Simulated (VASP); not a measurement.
# In (C2/c) in VASP: single point with PBE

Aim: the single point of In with PBE.

All numbers are computed with VASP 6.6.1; they aren't measurements. Logs are shortened: lines on timing, memory, paths and dates and some standing lists are left out, and cuts for length are marked.

## (1) The cell of the first run

The structure is monoclinic, space group C2/c (No. 15). Conventional cell: a = 3.144 Å, b = 10.838 Å, c = 3.329 Å, α = 90.00°, β = 116.51°, γ = 90.00°. In (site symmetry 2) has 14 In at 3.14 to 3.93 Å within 4.1 Å.

## (2) Single point, PBE (25.37 Å³/atom)

Input file INCAR:

```
ALGO = Normal
EDIFF = 1E-7
ENCUT = 520
GGA = PE
ISIF = 2
ISMEAR = -1
KPAR = 4
LASPH = T
LCHARG = F
LREAL = F
LWAVE = F
NBANDS = 20
NELM = 100
PREC = Accurate
SIGMA = 0.1
```

Input file KPOINTS:

```
k-points
0
Gamma
  19 19 17
```

Input file POSCAR:

```
In
1.0
   -3.8453510020      3.8182200821      1.5718084737
    3.8182200821     -3.8453510020      1.5718084737
    2.1202316474      2.1202316474     -1.6214988031
In
2
Direct
    0.9991953670      0.0008046330      1.0000000000
    0.7508046330      0.2491953670      0.5000000000
```

Potentials or basis: VASP PAW PBE potentials, release 64 (In_d).

The run is started by

```sh
cat potpaw_PBE.64/In_d/POTCAR > POTCAR
mpirun -np 4 vasp_std > vasp.out
```

OUTCAR:

```text
EDIFF = 1E-7
   ENCUT = 520
   GGA = PE
   ISIF = 2
   ISMEAR = -1
   LASPH = T
   LREAL = F
   NELM = 100
   PREC = Accurate

 ion  position               nearest neighbor table
   1  0.999  0.001  0.000-   2 3.19   2 3.19   2 3.19   2 3.19   2 3.85   2 3.85   2 3.93   2 3.93

   2  0.751  0.249  0.500-   1 3.19   1 3.19   1 3.19   1 3.19   1 3.85   1 3.85   1 3.93   1 3.93

  Warning from LATTYP: Got some problem with cell dimensions!
  Tried to take original basis but could not verify dimensions!
  LATTYP: Found a base centered monoclinic cell.
 ALAT       =     3.1438510915
 B/A-ratio  =     3.4473408084
 C/A-ratio  =     1.0587368246
 COS(beta)  =    -0.4464093956

  Lattice vectors:

 A1 = (   3.8453510020,  -3.8182200821,  -1.5718084737)
 A2 = (  -3.8182200821,   3.8453510020,  -1.5718084737)
 A3 = (   2.0931007275,   2.0931007275,   1.5221181443)

Analysis of symmetry for initial positions (statically):
=====================================================================
 Subroutine PRICEL returns:
 Original cell was already a primitive cell.

 Routine SETGRP: Setting up the symmetry group for a
 base centered monoclinic supercell.

 Subroutine GETGRP returns: Found  4 space group operations
 (whereof  2 operations were pure point group operations)
 out of a pool of  4 trial point group operations.

The static configuration has the point symmetry C_2 .
 The point group associated with its full space group is C_2h.

Analysis of symmetry for dynamics (positions and initial velocities):
=====================================================================
 Subroutine PRICEL returns:
 Original cell was already a primitive cell.

 Routine SETGRP: Setting up the symmetry group for a
 base centered monoclinic supercell.

 Subroutine GETGRP returns: Found  4 space group operations
 (whereof  2 operations were pure point group operations)
 out of a pool of  4 trial point group operations.

The dynamic configuration has the point symmetry C_2 .
 The point group associated with its full space group is C_2h.

 Subroutine INISYM returns: Found  4 space group operations
 (whereof  2 operations are pure point group operations),
 and found     1 'primitive' translations

----------------------------------------------------------------------------------------

                                     Primitive cell

  volume of cell :      50.7421

  direct lattice vectors                    reciprocal lattice vectors
    -3.845351002  3.818220082  1.571808474     0.057203705  0.187691174  0.320218475
     3.818220082 -3.845351002  1.571808474     0.187691174  0.057203705  0.320218475
     2.120231647  2.120231647 -1.621498803     0.237390151  0.237390151  0.004097581

  length of vectors
     5.642349759  5.642349759  3.408815461     0.375553075  0.375553075  0.335745377

  position of ions in fractional coordinates (direct lattice)
     0.999195367  0.000804633  0.000000000
     0.750804633  0.249195367  0.500000000

  ion indices of the primitive-cell ions
   primitive index   ion index
                 1           1
                 2           2

----------------------------------------------------------------------------------------

 KPOINTS: k-points

Automatic generation of k-mesh.
 Grid dimensions read from file:
 generate k-points for:   19   19   17

 Generating k-lattice:

  Cartesian coordinates                     Fractional coordinates (reciprocal lattice)
     0.003010721  0.009878483  0.016853604     0.052631579  0.000000000 -0.000000000
     0.009878483  0.003010721  0.016853604     0.000000000  0.052631579 -0.000000000
     0.013964127  0.013964127  0.000241034     0.000000000  0.000000000  0.058823529

  Length of vectors
     0.019765951  0.019765951  0.019749728

  Shift w.r.t. Gamma in fractional coordinates (k-lattice)
     0.000000000  0.000000000  0.000000000

 Subroutine IBZKPT returns following result:
 ===========================================

 Found   1620 irreducible k-points:

 Following reciprocal coordinates:
            Coordinates               Weight
  0.000000  0.000000  0.000000      1.000000
  0.052632 -0.000000  0.000000      4.000000
  0.105263 -0.000000  0.000000      4.000000
  0.157895  0.000000 -0.000000      4.000000
  0.210526 -0.000000  0.000000      4.000000
  0.263158  0.000000 -0.000000      4.000000
[... 16 lines left out ...]
 -0.315789  0.052632  0.000000      4.000000
 -0.263158  0.052632  0.000000      4.000000
 [... further k-points ...]
   k-points           NKPTS =   1620   k-points in BZ     NKDIM =   1620   number of bands    NBANDS=     20
   number of dos      NEDOS =    301   number of ions     NIONS =      2
   total plane-waves  NPLWV =  49392
   dimension x,y,z NGX =    42 NGY =   42 NGZ =   28
   dimension x,y,z NGXF=    84 NGYF=   84 NGZF=   56
   ions per type =               2
   NGX,Y,Z   is equivalent  to a cutoff of  12.37, 12.37, 13.66 a.u.
   NGXF,Y,Z  is equivalent  to a cutoff of  24.75, 24.75, 27.31 a.u.
 SYSTEM =  unknown system
   PREC   = accura    normal or accurate (medium, high low for compatibility)
   ISTART =      0    job   : 0-new  1-cont  2-samecut
   ICHARG =      2    charge: 1-file 2-atom 10-const
   ISPIN  =      1    spin polarized calculation?
   LNONCOLLINEAR =      F non collinear calculations
   LSORBIT =      F    spin-orbit coupling
   LASPH  =      T    aspherical Exc in radial PAW
   ENCUT  =  520.0 eV  38.22 Ry    6.18 a.u.  10.49 10.49  6.34*2*pi/ulx,y,z
   NELM   =    100;   NELMIN=  2; NELMDL= -5     # of ELM steps
   EDIFF  = 0.1E-06   stopping-criterion for ELM
   LREAL  =      F    real-space projection
   EDIFFG = 0.1E-05   stopping-criterion for IOM
   NSW    =      0    number of steps for IOM
   IBRION =     -1    ionic relax: 0-MD 1-quasi-New 2-CG
   NFREE  =      0    steps in history (QN), initial steepest desc. (CG)
   ISIF   =      2    stress and relaxation
   ISYM   =      2    0-nonsym 1-usesym 2-fastsym
   POTIM  = 0.5000    time-step for ionic-motion
   TEBEG  =    0.0;   TEEND  =   0.0 temperature during run
   PSTRESS=    0.0 pullay stress
   NELECT =      26.0000    total number of electrons
   NUPDOWN=      -1.0000    fix difference up-down
   EMIN   =  10.00;   EMAX   =-10.00  energy-range for DOS
   EFERMI =   0.00;   METHOD = LEGACY
   ISMEAR =    -1;   SIGMA  =   0.10  broadening in eV -4-tet -1-fermi 0-gaus
   EFERMI_NEDOS =   21; number of points for ismear=-14 and -15
   IALGO  =     38    algorithm
   IMIX   =      4    mixing-type and parameters
     AMIX     =   0.40;   BMIX     =  1.00
     AMIX_MAG =   1.60;   BMIX_MAG =  1.00
  volume/ion in A,a.u.               =      25.37       171.21
  Fermi-wavevector in a.u.,A,eV,Ry     =   1.310016  2.475571 23.349526  1.716142
  Thomas-Fermi vector in A             =   2.440575
   LORBIT       =      0    0 simple, 1 ext, 2 COOP (PROOUT), +10 PAW based schemes
   GGA     = PE    functional components
   LHFCALC =     F    Hartree Fock is set to
   AEXX    =    0.0000 exact exchange contribution
   IVDW    =     0    specifies the selected vdW correction
   LEPSILON=     F    determine dielectric tensor
   LRPA    =     F    only Hartree local field effects (RPA)
 non-spin polarized calculation
  energy-cutoff  :      520.00
  volume of cell :       50.74
 maximum number of plane-waves:      1387
 NGX is ok and might be reduce to    42
   NGX = 21   NGY = 21   NGZ = 13

 number of electron      26.0000000 magnetization

 Free energy of the ion-electron system (eV)
  ---------------------------------------------------
  ext. energy  EPLUGINS =         0.00000000
  ---------------------------------------------------
  free energy    TOTEN  =        -5.07304024 eV

  energy without entropy =       -5.04346575  energy(sigma->0) =       -5.05825300

 E-fermi :   7.8546     XC(G=0): -10.3960

 val. band max:        7.8540436619   @ k =  -0.1053   0.4211   0.4706
 cond. band min:       7.8550890183   @ k =  -0.3158   0.1053   0.2941
 fundamental gap:      0.0010453564
 Fermi energy:         7.8545775645

 k-point     1 :       0.0000    0.0000    0.0000
  band No.  band energies     occupation
      1      -6.9412      2.00000
      2      -6.9015      2.00000
      3      -6.8635      2.00000
      4      -6.7744      2.00000
      5      -6.7542      2.00000
      6      -6.6830      2.00000
[... 12 lines left out ...]
     19      19.3224      0.00000
     20      20.3261      0.00000

 k-point     2 :       0.0526   -0.0000    0.0000
  band No.  band energies     occupation
      1      -6.9316      2.00000
      2      -6.8945      2.00000
      3      -6.8548      2.00000
      4      -6.7719      2.00000
      5      -6.7483      2.00000
      6      -6.6872      2.00000
[... 12 lines left out ...]
     19      18.9762      0.00000
     20      19.4113      0.00000

 k-point     3 :       0.1053   -0.0000    0.0000
  band No.  band energies     occupation
      1      -6.9050      2.00000
      2      -6.8786      2.00000
      3      -6.8307      2.00000
      4      -6.7627      2.00000
      5      -6.7317      2.00000
      6      -6.6969      2.00000
[... 12 lines left out ...]
     19      18.7065      0.00000
     20      19.5484      0.00000

 k-point     4 :       0.1579    0.0000   -0.0000
  band No.  band energies     occupation
      1      -6.8716      2.00000
      2      -6.8650      2.00000
      3      -6.8017      2.00000
      4      -6.7500      2.00000
      5      -6.7149      2.00000
      6      -6.7033      2.00000
[... 12 lines left out ...]
     19      18.5571      0.00000
     20      19.0500      0.00000

 k-point     5 :       0.2105   -0.0000    0.0000
  band No.  band energies     occupation
      1      -6.8741      2.00000
      2      -6.8361      2.00000
      3      -6.7924      2.00000
      4      -6.7568      2.00000
      5      -6.7026      2.00000
      6      -6.6753      2.00000
[... 12 lines left out ...]
     19      18.3693      0.00000
     20      18.6946      0.00000

 k-point     6 :       0.2632    0.0000   -0.0000
  band No.  band energies     occupation
      1      -6.8941      2.00000
      2      -6.8215      2.00000
      3      -6.8150      2.00000
      4      -6.7729      2.00000
      5      -6.7038      2.00000
      6      -6.6377      2.00000
[... 12 lines left out ...]
     19      18.0001      0.00000
     20      18.6145      0.00000

 k-point     7 :       0.3158    0.0000    0.0000
  band No.  band energies     occupation
      1      -6.9206      2.00000
      2      -6.8485      2.00000
      3      -6.8183      2.00000
      4      -6.8072      2.00000
      5      -6.7118      2.00000
      6      -6.6190      2.00000
[... 12 lines left out ...]
     19      17.6057      0.00000
     20      18.4015      0.00000
[... 277 lines left out ...]
 k-point    20 :      -0.4737    0.0526    0.0000
  band No.  band energies     occupation
      1      -6.9652      2.00000
      2      -6.9060      2.00000
      3      -6.8793      2.00000
      4      -6.8130      2.00000
      5      -6.7401      2.00000
      6      -6.5564      2.00000
[... 12 lines left out ...]
     19      15.7247      0.00000
     20      17.3720      0.00000

 k-point    21 :      -0.4211    0.0526    0.0000
  band No.  band energies     occupation
      1      -6.9457      2.00000
      2      -6.8851      2.00000
      3      -6.8527      2.00000
      4      -6.8105      2.00000
      5      -6.7282      2.00000
      6      -6.5764      2.00000
[... 12 lines left out ...]
     19      16.4583      0.00000
     20      17.5252      0.00000

 k-point    22 :      -0.3684    0.0526    0.0000
  band No.  band energies     occupation
      1      -6.9203      2.00000
      2      -6.8582      2.00000
      3      -6.8212      2.00000
      4      -6.8029      2.00000
      5      -6.7144      2.00000
      6      -6.6015      2.00000
[... 12 lines left out ...]
     19      17.4820      0.00000
     20      17.8487      0.00000

 k-point    23 :      -0.3158    0.0526    0.0000
  band No.  band energies     occupation
      1      -6.8938      2.00000
      2      -6.8344      2.00000
      3      -6.8105      2.00000
      4      -6.7737      2.00000
      5      -6.7047      2.00000
      6      -6.6310      2.00000
[... 12 lines left out ...]
     19      17.8626      0.00000
     20      18.0053      0.00000

 k-point    24 :      -0.2632    0.0526    0.0000
  band No.  band energies     occupation
      1      -6.8738      2.00000
      2      -6.8387      2.00000
      3      -6.7952      2.00000
      4      -6.7601      2.00000
      5      -6.7009      2.00000
      6      -6.6721      2.00000
[... 12 lines left out ...]
     19      17.9448      0.00000
     20      18.3643      0.00000

 [... further k-points ...]
[... 5 lines left out ...]
  --------------------------------------------------------------------------------------
  -------------------------------------------------------------------------------------
  Total        1.1184042      1.1184042      1.2134831     -0.0842314      0.0436615      0.0436615
  in kB       35.3135395     35.3135395     38.3156487     -2.6595997      1.3786083      1.3786076
  external PRESSURE =      36.3142426 kB  Pullay stress =       0.0000000 kB

 VOLUME and BASIS-vectors are now :
 -----------------------------------------------------------------------------
  energy-cutoff  :      520.00
  volume of cell :       50.74
      direct lattice vectors                 reciprocal lattice vectors
    -3.845351002  3.818220082  1.571808474     0.057203705  0.187691174  0.320218475
     3.818220082 -3.845351002  1.571808474     0.187691174  0.057203705  0.320218475
     2.120231647  2.120231647 -1.621498803     0.237390151  0.237390151  0.004097581

 POSITION                                       TOTAL-FORCE (eV/Angst)
 -----------------------------------------------------------------------------------
     -3.83918      3.81205      1.57181        -0.017746      0.017746      0.000000
     -0.87551      2.96861      0.76106         0.017746     -0.017746     -0.000000
 -----------------------------------------------------------------------------------
    total drift:                                0.000000      0.000000     -0.000000

  FREE ENERGIE OF THE ION-ELECTRON SYSTEM (eV)
  ---------------------------------------------------
  free  energy   TOTEN  =        -5.0730402431 eV

  energy  without entropy=       -5.0434657500  energy(sigma->0) =       -5.05825300
```

It took 13 min on 4 MPI ranks of Oxide Virtual Turin-like, shared host; peak memory 1.2 GiB.

Results:

```
Free energy            : -5.0730 eV
Pressure               : 3.6 GPa
Largest force          : 0.025 eV/Å
Band gap on the k mesh : zero (bands 13 and 14 overlap by 7.09 eV)
```

Forces in eV/Å, atoms in the order of the input:
```
In  -0.018  0.018  0.000
In   0.018 -0.018  0.000
```

Stress tensor (GPa, compression positive):
```
 3.53 -0.27  0.14
-0.27  3.53  0.14
 0.14  0.14  3.83
```

Levels at points of the mesh, in eV from the Fermi level:
| k point | band 11 | band 12 | band 13 | band 14 | band 15 | band 16 |
| --- | --- | --- | --- | --- | --- | --- |
| (0.00, 0.00, 0.00) | -9.75 | -4.42 | -3.53 | 7.09 | 10.65 | 10.66 |

Caveat: the cell stands under pressure; spin-orbit coupling is left out, which moves the levels of the heavy elements.
